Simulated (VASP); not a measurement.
# As2Se (I4_1/amd) in VASP: a series of runs

The runs below take As2Se through single point, with PBEsol.

Everything below comes from runs of VASP 6.6.1. Logs are shortened: lines on timing, memory, paths and dates and some standing lists are left out, and cuts for length are marked.

### 1 The cell of the first run

It takes space group I4_1/amd (No. 141, tetragonal). Conventional cell: a = 6.635 Å, b = 6.635 Å, c = 5.208 Å, α = 90.00°, β = 90.00°, γ = 90.00°. Within 3.4 Å of As (site symmetry 2/m) lie 2 Se at 2.56 Å and 6 As at 2.68 to 3.32 Å. Se (site symmetry -4m2) has 4 As at 2.56 Å within 3.4 Å.

### 2 Single point, PBEsol (volume scaled by 0.91, then relaxed in part)

INCAR reads:

```
PREC = Accurate
ENCUT = 520
EDIFF = 1E-6
ISMEAR = 0
SIGMA = 0.1
LREAL = False
LASPH = True
NELM = 60
ALGO = Normal
ISIF = 2
LWAVE = False
LCHARG = False
GGA = PS
NBANDS = 25
```

KPOINTS reads:

```
regular mesh
0
Gamma
  8 8 8
```

POSCAR reads:

```
As2Se
1.0
   -3.3174710165      3.3174710165      2.6041253929
    3.3174710165     -3.3174710165      2.6041253929
    3.3174710165      3.3174710165     -2.6041253929
As Se
4 2
Direct
    0.8750000000      0.1250000000      0.7500000000
    0.3750000000      0.1250000000      0.2500000000
    0.8750000000      0.6250000000      0.7500000000
    0.8750000000      0.1250000000      0.2500000000
    0.5000000000      0.5000000000      0.0000000000
    0.2500000000      0.7500000000      0.5000000000
```

Potentials or basis: VASP PAW PBE potentials, release 64 (As, Se).

Run with:

```sh
> cat potpaw_PBE.64/As/POTCAR potpaw_PBE.64/Se/POTCAR > POTCAR
> mpirun -np 1 vasp_std > vasp.out
```

OUTCAR:

```text
PREC = Accurate
   ENCUT = 520
   EDIFF = 1E-6
   ISMEAR = 0
   LREAL = False
   LASPH = True
   NELM = 60
   ISIF = 2
   GGA = PS

 ion  position               nearest neighbor table
   1  0.875  0.125  0.750-   5 2.56   6 2.56   4 2.68   4 2.68   3 2.68   3 2.68
   2  0.375  0.125  0.250-   5 2.56   6 2.56   3 2.68   4 2.68   4 2.68   3 2.68
   3  0.875  0.625  0.750-   5 2.56   6 2.56   1 2.68   2 2.68   1 2.68   2 2.68
   4  0.875  0.125  0.250-   6 2.56   5 2.56   2 2.68   1 2.68   1 2.68   2 2.68
   5  0.500  0.500  0.000-   2 2.56   3 2.56   4 2.56   1 2.56
   6  0.250  0.750  0.500-   2 2.56   3 2.56   1 2.56   4 2.56

  LATTYP: Found a body centered tetragonal cell.
 ALAT       =     6.6349420330
 C/A-ratio  =     0.7849730653

  Lattice vectors:

 A1 = (  -3.3174710165,   3.3174710165,   2.6041253929)
 A2 = (   3.3174710165,  -3.3174710165,   2.6041253929)
 A3 = (   3.3174710165,   3.3174710165,  -2.6041253929)

Analysis of symmetry for initial positions (statically):
=====================================================================
 Subroutine PRICEL returns:
 Original cell was already a primitive cell.

 Routine SETGRP: Setting up the symmetry group for a
 body centered tetragonal supercell.

 Subroutine GETGRP returns: Found 16 space group operations
 (whereof  8 operations were pure point group operations)
 out of a pool of 16 trial point group operations.

The static configuration has the point symmetry D_2d.
 The point group associated with its full space group is D_4h.

Analysis of symmetry for dynamics (positions and initial velocities):
=====================================================================
 Subroutine PRICEL returns:
 Original cell was already a primitive cell.

 Routine SETGRP: Setting up the symmetry group for a
 body centered tetragonal supercell.

 Subroutine GETGRP returns: Found 16 space group operations
 (whereof  8 operations were pure point group operations)
 out of a pool of 16 trial point group operations.

The dynamic configuration has the point symmetry D_2d.
 The point group associated with its full space group is D_4h.

 Subroutine INISYM returns: Found 16 space group operations
 (whereof  8 operations are pure point group operations),
 and found     1 'primitive' translations

----------------------------------------------------------------------------------------

                                     Primitive cell

  volume of cell :     114.6400

  direct lattice vectors                    reciprocal lattice vectors
    -3.317471016  3.317471016  2.604125393     0.000000000  0.150717217  0.192003043
     3.317471016 -3.317471016  2.604125393     0.150717217  0.000000000  0.192003043
     3.317471016  3.317471016 -2.604125393     0.150717217  0.150717217  0.000000000

  length of vectors
     5.365882682  5.365882682  5.365882682     0.244091885  0.244091885  0.213146333

  position of ions in fractional coordinates (direct lattice)
     0.875000000  0.125000000  0.750000000
     0.375000000  0.125000000  0.250000000
     0.875000000  0.625000000  0.750000000
     0.875000000  0.125000000  0.250000000
     0.500000000  0.500000000  0.000000000
     0.250000000  0.750000000  0.500000000

  ion indices of the primitive-cell ions
   primitive index   ion index
                 1           1
                 2           2
                 3           3
                 4           4
                 5           5
                 6           6

----------------------------------------------------------------------------------------

 KPOINTS: regular mesh

Automatic generation of k-mesh.
 Grid dimensions read from file:
 generate k-points for:    8    8    8

 Generating k-lattice:

  Cartesian coordinates                     Fractional coordinates (reciprocal lattice)
     0.000000000  0.018839652  0.024000380     0.125000000 -0.000000000  0.000000000
     0.018839652  0.000000000  0.024000380    -0.000000000  0.125000000  0.000000000
     0.018839652  0.018839652  0.000000000     0.000000000  0.000000000  0.125000000

  Length of vectors
     0.030511486  0.030511486  0.026643292

  Shift w.r.t. Gamma in fractional coordinates (k-lattice)
     0.000000000  0.000000000  0.000000000

 Subroutine IBZKPT returns following result:
 ===========================================

 Found     59 irreducible k-points:

 Following reciprocal coordinates:
            Coordinates               Weight
  0.000000  0.000000  0.000000      1.000000
  0.125000  0.000000  0.000000      8.000000
  0.250000  0.000000  0.000000      8.000000
  0.375000  0.000000  0.000000      8.000000
  0.500000  0.000000  0.000000      4.000000
  0.125000  0.125000  0.000000      8.000000
[... 16 lines left out ...]
  0.250000  0.125000  0.125000     16.000000
  0.375000  0.125000  0.125000      8.000000
 [... further k-points ...]
   k-points           NKPTS =     59   k-points in BZ     NKDIM =     59   number of bands    NBANDS=     25
   number of dos      NEDOS =    301   number of ions     NIONS =      6
   total plane-waves  NPLWV =  64000
   dimension x,y,z NGX =    40 NGY =   40 NGZ =   40
   dimension x,y,z NGXF=    80 NGYF=   80 NGZF=   80
   ions per type =               4   2
   NGX,Y,Z   is equivalent  to a cutoff of  12.39, 12.39, 12.39 a.u.
   NGXF,Y,Z  is equivalent  to a cutoff of  24.79, 24.79, 24.79 a.u.
 SYSTEM =  unknown system
   PREC   = accura    normal or accurate (medium, high low for compatibility)
   ISTART =      0    job   : 0-new  1-cont  2-samecut
   ICHARG =      2    charge: 1-file 2-atom 10-const
   ISPIN  =      1    spin polarized calculation?
   LNONCOLLINEAR =      F non collinear calculations
   LSORBIT =      F    spin-orbit coupling
   LASPH  =      T    aspherical Exc in radial PAW
   ENCUT  =  520.0 eV  38.22 Ry    6.18 a.u.   9.98  9.98  9.98*2*pi/ulx,y,z
   NELM   =     60;   NELMIN=  2; NELMDL= -5     # of ELM steps
   EDIFF  = 0.1E-05   stopping-criterion for ELM
   LREAL  =      F    real-space projection
   EDIFFG = 0.1E-04   stopping-criterion for IOM
   NSW    =      0    number of steps for IOM
   IBRION =     -1    ionic relax: 0-MD 1-quasi-New 2-CG
   NFREE  =      0    steps in history (QN), initial steepest desc. (CG)
   ISIF   =      2    stress and relaxation
   ISYM   =      2    0-nonsym 1-usesym 2-fastsym
   POTIM  = 0.5000    time-step for ionic-motion
   TEBEG  =    0.0;   TEEND  =   0.0 temperature during run
   PSTRESS=    0.0 pullay stress
   NELECT =      32.0000    total number of electrons
   NUPDOWN=      -1.0000    fix difference up-down
   EMIN   =  10.00;   EMAX   =-10.00  energy-range for DOS
   EFERMI =   0.00;   METHOD = LEGACY
   ISMEAR =     0;   SIGMA  =   0.10  broadening in eV -4-tet -1-fermi 0-gaus
   EFERMI_NEDOS =   21; number of points for ismear=-14 and -15
   IALGO  =     38    algorithm
   IMIX   =      4    mixing-type and parameters
     AMIX     =   0.40;   BMIX     =  1.00
     AMIX_MAG =   1.60;   BMIX_MAG =  1.00
  volume/ion in A,a.u.               =      19.11       128.94
  Fermi-wavevector in a.u.,A,eV,Ry     =   1.069907  2.021831 15.574608  1.144701
  Thomas-Fermi vector in A             =   2.205601
   LORBIT       =      0    0 simple, 1 ext, 2 COOP (PROOUT), +10 PAW based schemes
   GGA     = PS    functional components
   LHFCALC =     F    Hartree Fock is set to
   AEXX    =    0.0000 exact exchange contribution
   IVDW    =     0    specifies the selected vdW correction
   LEPSILON=     F    determine dielectric tensor
   LRPA    =     F    only Hartree local field effects (RPA)
 non-spin polarized calculation
 Gauss-broadening in eV      SIGMA  =   0.10
  energy-cutoff  :      520.00
  volume of cell :      114.64
 maximum number of plane-waves:      3146
   NGX = 19   NGY = 19   NGZ = 19

 number of electron      31.9999999 magnetization

 Free energy of the ion-electron system (eV)
  ---------------------------------------------------
  ext. energy  EPLUGINS =         0.00000000
  ---------------------------------------------------
  free energy    TOTEN  =       -27.58701023 eV

  energy without entropy =      -27.57613611  energy(sigma->0) =      -27.58157317

 E-fermi :   6.2850     XC(G=0): -10.7198

 val. band max:        6.2504443502   @ k =   0.3750   0.1250   0.0000
 cond. band min:       6.2994844450   @ k =  -0.3750   0.5000   0.1250
 fundamental gap:      0.0490400948
 Fermi energy:         6.2850323550

 k-point     1 :       0.0000    0.0000    0.0000
  band No.  band energies     occupation
      1     -10.0146      2.00000
      2      -7.1166      2.00000
      3      -4.4605      2.00000
      4      -4.4295      2.00000
      5      -4.4295      2.00000
      6      -2.6333      2.00000
[... 17 lines left out ...]
     24      12.8050      0.00000
     25      12.8062      0.00000

 k-point     2 :       0.1250    0.0000    0.0000
  band No.  band energies     occupation
      1      -9.8934      2.00000
      2      -7.1988      2.00000
      3      -4.8777      2.00000
      4      -4.4875      2.00000
      5      -4.4419      2.00000
      6      -2.8304      2.00000
[... 17 lines left out ...]
     24      12.3196      0.00000
     25      12.6088      0.00000

 k-point     3 :       0.2500    0.0000    0.0000
  band No.  band energies     occupation
      1      -9.5345      2.00000
      2      -7.3778      2.00000
      3      -5.8106      2.00000
      4      -4.7144      2.00000
      5      -4.6165      2.00000
      6      -2.5988      2.00000
[... 17 lines left out ...]
     24      11.9886      0.00000
     25      12.4464      0.00000

 k-point     4 :       0.3750    0.0000    0.0000
  band No.  band energies     occupation
      1      -8.9574      2.00000
      2      -7.6197      2.00000
      3      -6.7549      2.00000
      4      -5.0606      2.00000
      5      -4.7327      2.00000
      6      -1.9437      2.00000
[... 17 lines left out ...]
     24      11.9082      0.00000
     25      12.3533      0.00000

 k-point     5 :       0.5000    0.0000    0.0000
  band No.  band energies     occupation
      1      -8.3267      2.00000
      2      -8.0965      2.00000
      3      -7.1320      2.00000
      4      -5.1968      2.00000
      5      -4.7778      2.00000
      6      -1.5577      2.00000
[... 17 lines left out ...]
     24      11.8985      0.00000
     25      11.9532      0.00000

 k-point     6 :       0.1250    0.1250    0.0000
  band No.  band energies     occupation
      1      -9.6158      2.00000
      2      -7.3184      2.00000
      3      -5.6089      2.00000
      4      -4.9128      2.00000
      5      -4.2926      2.00000
      6      -2.8729      2.00000
[... 17 lines left out ...]
     24      11.5755      0.00000
     25      12.4436      0.00000
[... 393 lines left out ...]
 k-point    21 :       0.5000    0.5000    0.0000
  band No.  band energies     occupation
      1      -8.7596      2.00000
      2      -8.7596      2.00000
      3      -4.9353      2.00000
      4      -4.9353      2.00000
      5      -3.7841      2.00000
      6      -3.7841      2.00000
[... 17 lines left out ...]
     24      12.3909      0.00000
     25      13.2434      0.00000

 k-point    22 :       0.1250    0.1250    0.1250
  band No.  band energies     occupation
      1      -9.3727      2.00000
      2      -7.5537      2.00000
      3      -5.8446      2.00000
      4      -5.5215      2.00000
      5      -3.8652      2.00000
      6      -2.5518      2.00000
[... 17 lines left out ...]
     24      11.4699      0.00000
     25      11.9382      0.00000

 k-point    23 :       0.2500    0.1250    0.1250
  band No.  band energies     occupation
      1      -8.8071      2.00000
      2      -7.7002      2.00000
      3      -6.7406      2.00000
      4      -6.0250      2.00000
      5      -3.6630      2.00000
      6      -2.0592      2.00000
[... 17 lines left out ...]
     24      11.3090      0.00000
     25      12.2963      0.00000

 k-point    24 :       0.3750    0.1250    0.1250
  band No.  band energies     occupation
      1      -8.2244      2.00000
      2      -7.9915      2.00000
      3      -7.2215      2.00000
      4      -6.1940      2.00000
      5      -3.6227      2.00000
      6      -1.7555      2.00000
[... 17 lines left out ...]
     24      11.3636      0.00000
     25      12.2189      0.00000

 [... further k-points ...]
[... 5 lines left out ...]
  --------------------------------------------------------------------------------------
  -------------------------------------------------------------------------------------
  Total        6.2039864      6.2039864      6.3394595      0.0000000      0.0000000      0.0000000
  in kB       86.7052233     86.7052233     88.5985586      0.0000000      0.0000000      0.0000000
  external PRESSURE =      87.3363351 kB  Pullay stress =       0.0000000 kB

 VOLUME and BASIS-vectors are now :
 -----------------------------------------------------------------------------
  energy-cutoff  :      520.00
  volume of cell :      114.64
      direct lattice vectors                 reciprocal lattice vectors
    -3.317471016  3.317471016  2.604125393     0.000000000  0.150717217  0.192003043
     3.317471016 -3.317471016  2.604125393     0.150717217  0.000000000  0.192003043
     3.317471016  3.317471016 -2.604125393     0.150717217  0.150717217  0.000000000

 POSITION                                       TOTAL-FORCE (eV/Angst)
 -----------------------------------------------------------------------------------
      0.00000      4.97621      0.65103        -0.000000     -0.000000     -0.000000
      0.00000      1.65874      0.65103        -0.000000     -0.000000     -0.000000
      1.65874      3.31747      1.95309        -0.000000     -0.000000     -0.000000
     -1.65874      3.31747      1.95309        -0.000000     -0.000000     -0.000000
      0.00000      0.00000      2.60413         0.000000     -0.000000      0.000000
      3.31747      0.00000      1.30206        -0.000000      0.000000      0.000000
 -----------------------------------------------------------------------------------
    total drift:                               -0.000000      0.000000      0.000000

  FREE ENERGIE OF THE ION-ELECTRON SYSTEM (eV)
  ---------------------------------------------------
  free  energy   TOTEN  =       -27.5870102269 eV

  energy  without entropy=      -27.5761361093  energy(sigma->0) =      -27.58157317
```

Wall time 99 s (1 thread of Intel Xeon Platinum 8488C (Sapphire Rapids), shared host); peak memory 0.33 GiB.

What came out:

```yaml
Free_energy: -27.5870 eV
Pressure: 8.7 GPa
Band_gap_on_the_k_mesh: zero (band 16 reaches 6.54 eV, above the bottom of band 17 at 6.09 eV)
```

Caveat: the PAW data sets were made with another functional, which shifts forces and pressure a little.

### 3 Single point, PBEsol (volume scaled by 0.94, then relaxed in part)

INCAR reads:

```
ALGO     = Normal         # electronic algorithm
EDIFF    = 1E-6           # SCF threshold, eV
ENCUT    = 520            # plane-wave cutoff, eV
GGA      = PS             # functional
ISIF     = 2              # what is computed and relaxed
ISMEAR   = 0              # smearing method
LASPH    = True           # aspherical terms in the spheres
LCHARG   = False          # write CHGCAR
LREAL    = False          # projectors in reciprocal space
LWAVE    = False          # write WAVECAR
NBANDS   = 25             # bands
NELM     = 80             # most SCF steps
PREC     = Accurate       # precision mode
SIGMA    = 0.1            # smearing width, eV
```

KPOINTS reads:

```
k-points
0
Gamma
  8 8 8
```

POSCAR: that of step 2 with these lines changed.

```diff
@@ -2,5 +2,5 @@
 1.0
-   -3.3174710165      3.3174710165      2.6041253929
-    3.3174710165     -3.3174710165      2.6041253929
-    3.3174710165      3.3174710165     -2.6041253929
+   -3.3714960741      3.3714960741      2.6044577200
+    3.3714960741     -3.3714960741      2.6044577200
+    3.3714960741      3.3714960741     -2.6044577200
 As Se
```

Potentials or basis: VASP PAW PBE potentials, release 64 (As, Se).

Run with:

```sh
> cat potpaw_PBE.64/As/POTCAR potpaw_PBE.64/Se/POTCAR > POTCAR
> mpirun -np 1 vasp_std > vasp.out
```

It took 1.8 min on 1 thread of Intel Xeon Platinum 8488C (Sapphire Rapids), shared host; peak memory 0.34 GiB.

Results (log left out):

| Quantity | Value |
| --- | --- |
| Free energy | -27.7525 eV |
| Pressure | 5.5 GPa |
| Band gap on the k mesh | zero (band 16 reaches 6.17 eV, above the bottom of band 17 at 5.72 eV) |

Stress tensor (GPa, compression positive):
```
5.42 0.00 0.00
0.00 5.42 0.00
0.00 0.00 5.56
```

Levels at points of the mesh, in eV from the Fermi level:
```tsv
k point	band 14	band 15	band 16	band 17	band 18	band 19
(0.00, 0.00, 0.00)	-3.08	-3.08	-0.87	2.64	3.13	3.34
(0.50, 0.00, 0.00)	-1.56	-0.58	-0.17	0.18	0.37	1.72
(0.50, 0.50, 0.00)	-1.61	-1.30	-1.30	-0.09	-0.09	1.94
(0.50, 0.50, 0.50)	-0.89	-0.34	-0.34	0.58	0.58	0.66
```

Caveat: the PAW data sets were made with another functional, which shifts forces and pressure a little.
